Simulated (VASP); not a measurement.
Runs of VASP 6.6.1 on LuSb5. The structure is that of space group P6/mmm (No. 191), or close to it. The cells are those of the table. The cell was generated, and may not be a known phase.

```csv
task,cell,k mesh,cutoff (eV),gap on the mesh (eV),pressure (GPa),relaxed volume (Å³/atom)
relaxation of cell and atoms,"relaxed from a = 6.036, b = 6.036, c = 5.762 Å, angles 90.0, 90.0, 120.0°, 6 atoms",6 × 6 × 8,600,none,0.0,30.12
single point,"a = 6.036, b = 6.036, c = 5.762 Å, angles 90.0, 90.0, 120.0°, 6 atoms",6 × 6 × 4,520,none,0.0,-
relaxation of cell and atoms,"relaxed from a = 5.733, b = 5.733, c = 6.007 Å, angles 90.0, 90.0, 120.0°, 6 atoms",6 × 6 × 4,600,none,0.0,(a)
single point,"a = 5.733, b = 5.733, c = 6.007 Å, angles 90.0, 90.0, 120.0°, 6 atoms",6 × 6 × 4,520,none,5.5,-
single point,"a = 6.039, b = 6.039, c = 5.721 Å, angles 90.0, 90.0, 120.0°, 6 atoms",6 × 6 × 8,520,none,0.0,-
```

Alike in all rows: level PBE; potentials or basis VASP PAW PBE potentials, release 64 (Lu, Sb); no spin polarisation; smearing gaussian 0.1 eV.

Problem. Fill in the values left out.

Solution. (a) 30.28.

Caveats: spin-orbit coupling is left out, which moves the levels of the heavy elements; the stress differs along the axes, from -2 to 9 GPa (at least some runs).

A k mesh can miss the band edges, and the runs leave out spin-orbit coupling on Lu, Sb.

A gap of «none» marks levels without a gap at the run's occupations.
